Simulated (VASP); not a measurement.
Write the native input for VASP 6.6.1 that does the following.

* Task: relaxation of cell and atoms
* Functional: PBEsol
* Potentials or basis: VASP PAW PBE potentials, release 64 (Se)
* Cutoff: 600 eV
* k mesh: 22 × 22 × 22
* Occupations: gaussian, width 0.3 eV
* Spin: no spin polarisation
* Target pressure: 185 GPa
* Dipole correction: no
* Further INCAR settings: ALGO = Normal; EDIFF = 1e-07; IBRION = 2; EDIFFG = -0.002; NSW = 100; ISIF = 3

The structure of Se lies in POSCAR:

```
Se
1.0
   -1.3873325789      1.3873325789      1.3873325789
    1.3873325789     -1.3873325789      1.3873325789
    1.3873325789      1.3873325789     -1.3873325789
Se
1
Direct
    0.0000000000      0.0000000000      0.0000000000
```

This isn't the form of Se at room conditions, which is trigonal, of chains.

One way to write it, as run:

INCAR

```
SYSTEM = Se
ALGO = Normal
EDIFF = 1E-7
EDIFFG = -0.002
ENCUT = 600
GGA = PS
IBRION = 2
ISIF = 3
ISMEAR = 0
LASPH = .TRUE.
LCHARG = .FALSE.
LREAL = .FALSE.
LWAVE = .FALSE.
NELM = 100
NSW = 100
PREC = Accurate
PSTRESS = 1850.0
SIGMA = 0.3
```

KPOINTS

```
k-points
0
G
  22 22 22
  0 0 0
```

Potentials or basis: VASP PAW PBE potentials, release 64 (Se).

The run is started by

```sh
$ cat potpaw_PBE.64/Se/POTCAR > POTCAR
$ mpirun -np 1 vasp_std > vasp.out
```

Results of the run:

* Relaxed volume: 10.73 Å³/atom
* Relaxed cell: a = 2.407 Å, b = 2.407 Å, c = 2.407 Å, α = 109.47°, β = 109.47°, γ = 109.47°
* Space group after relaxing (to 0.1 Å): Im-3m (No. 229)
* Energy change on relaxing (the run minimises the enthalpy): -59.6 meV/atom
* Ionic steps: 4
* Pressure after relaxing: 185.0 GPa
* Band gap on the k mesh: zero (bands 3 and 4 overlap by 15.77 eV)

Caveat: the cell is relaxed towards a set pressure, so the run minimises the enthalpy, not the energy; so wide a smearing shifts energies and pressures; the PAW data sets were made with another functional, which shifts forces and pressure a little.

It took 32 s on 1 thread of AMD EPYC 9R45 (Zen 5), with other jobs on the host, peak memory 0.12 GiB.
